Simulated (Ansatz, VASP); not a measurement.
## One calculation of NbTc, two programs

```xyz
2
Lattice="1.5790 -2.2778 0.0000 1.5790 2.2778 0.0000 0.0000 0.0000 4.3749" Properties=species:S:1:pos:R:3 pbc="T T T"
Nb    0.0000    0.0000    0.0000
Tc    1.5790    0.0000    2.1874
```

Alike in both runs: task single point; functional LDA; k mesh 11 × 11 × 7; occupations fermi-dirac, width 0.1 eV; no spin polarisation.

|  | VASP | Ansatz |
| --- | --- | --- |
| version | VASP 6.6.1 | Ansatz 0.2.0 |
| potentials or method | VASP PAW LDA potentials, release 64 (Nb_sv, Tc_pv), cutoff 520 eV | plane waves, PAW |
| valence electrons in the cell | 26 | 28 |

Ansatz gave:

```
pressure (GPa)                                                : -5.9
traceless stress, the component that is largest in VASP (GPa) : 0.58
```

**Question.** Estimate VASP's values.

**Answer.** Pressure (GPa): -5.9; traceless stress, the component that is largest in VASP (GPa): 0.57.

LDA's correlation is that of Perdew and Zunger in VASP and of Perdew and Wang (1992) in Ansatz. VASP's potentials hold 26 valence electrons a cell and Ansatz's 28, so a difference there can come from the potentials and not from the codes.
